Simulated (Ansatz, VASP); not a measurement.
GeSb4Te4: VASP beside Ansatz

```
Ge Sb Te
1.0
     4.60794    0.00000    0.00000
    -2.30397    3.99059    0.00000
     0.00000    0.00000   18.36724
Ge Sb Te
1 4 4
Direct
  0.00000 0.00000 0.00000
  0.33333 0.66667 0.54586
  0.66667 0.33333 0.45414
  0.66667 0.33333 0.78736
  0.33333 0.66667 0.21264
  0.33333 0.66667 0.90322
  0.66667 0.33333 0.09678
  0.00000 0.00000 0.68674
  0.00000 0.00000 0.31326
```

Change from the starting cell: strain +0.080 along x and y, +0.080 along z, atoms carried along.

Alike in both runs: task single point; functional PBEsol; k mesh 12 × 12 × 4; occupations gaussian, width 0.15 eV; no spin polarisation.

|  | VASP | Ansatz |
| --- | --- | --- |
| version | VASP 6.6.1 | Ansatz 0.2.0 |
| potentials or method | VASP PAW PBE potentials, release 64 (Ge_d, Sb, Te), cutoff 520 eV | scalar-relativistic, plane waves, PAW |
| valence electrons in the cell | 58 | 138 |

|  | VASP | Ansatz | Ansatz less VASP |
| --- | --- | --- | --- |
| gap on the k mesh at the Fermi level (eV) | 0.13 | 0.13 | +0.003 |
| least direct gap on the mesh (eV) | 0.15 | 0.16 | +0.011 |
| pressure (GPa) | -7.8 | -7.8 | 0.00 |
| rms of the force components (eV/Å) | 0.386 | 0.392 | +0.0064 |

VASP's potentials were made for PBE, not for PBEsol. Atom by atom the forces differ by 0.007 eV/Å (rms over components). VASP's potentials hold 58 valence electrons a cell and Ansatz's 138, so a difference there can come from the potentials and not from the codes.

Neither program's run includes spin-orbit coupling.
